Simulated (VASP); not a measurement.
# Pd: relaxation of cell and atoms with LDA

Pd:

```
CELL_PARAMETERS angstrom
2.75000 0.00000 0.00000
-1.37500 2.38157 0.00000
0.00000 0.00000 4.49075
ATOMIC_POSITIONS crystal
Pd 0.33333 0.66667 0.25000
Pd 0.66667 0.33333 0.75000
```

```
Program                : VASP 6.6.1
Task                   : relaxation of cell and atoms
Functional             : LDA
Potentials or basis    : VASP PAW LDA potentials, release 64 (Pd)
Cutoff                 : 600 eV
k mesh                 : 9 × 9 × 5
Occupations            : methfessel-paxton, width 0.1 eV
Spin                   : no spin polarisation
Dipole correction      : no
Further INCAR settings : ALGO = Normal; EDIFF = 1e-07; IBRION = 2; EDIFFG = -0.01; NSW = 80; ISIF = 3
```

```yaml
Relaxed_volume: 14.22 Å³/atom
Relaxed_cell: a = 2.689 Å, b = 2.689 Å, c = 4.540 Å, α = 90.00°, β = 90.00°, γ = 120.00°
Space_group_after_relaxing_to_0.05_Å: P6_3/mmc (No. 194)
Energy_gained_by_relaxing: 14.5 meV/atom
Ionic_steps: 10
Pressure_after_relaxing: 0.0 GPa
Band_gap_on_the_k_mesh: zero (band 10 reaches 10.41 eV, above the bottom of band 11 at 9.66 eV)
```

Step by step:
```tsv
step	energy change (eV)	largest force (eV/Å)	pressure (GPa)	volume (Å³)
1	0.0000	0.0000	-6.81	29.41
2	0.0457	0.0000	15.27	26.83
3	-0.0233	0.0000	0.20	28.42
4	-0.0233	0.0000	0.36	28.40
5	-0.0272	0.0000	0.28	28.40
6	-0.0290	0.0000	0.28	28.40
7	-0.0290	0.0000	0.29	28.40
8	-0.0290	0.0000	0.29	28.40
9	-0.0289	0.0000	-0.61	28.51
10	-0.0291	0.0000	-0.01	28.43
```

Final structure:
```
Pd
1.0
     2.68907    0.00000    0.00000
    -1.34454    2.32880    0.00000
     0.00000    0.00000    4.54019
Pd
2
Direct
  0.33333 0.66667 0.25000
  0.66667 0.33333 0.75000
```

Levels at points of the mesh, in eV from the Fermi level:
```tsv
k point	band 8	band 9	band 10	band 11	band 12	band 13
(0.00, 0.00, 0.00)	-1.71	-1.71	-0.23	-0.23	0.58	7.04
```

Wall time 56 s on 1 thread of Intel(R) Xeon(R) Platinum 8124M CPU @ 3.00GHz (Skylake/Cascade Lake), with other jobs on the host, peak memory 0.16 GiB.
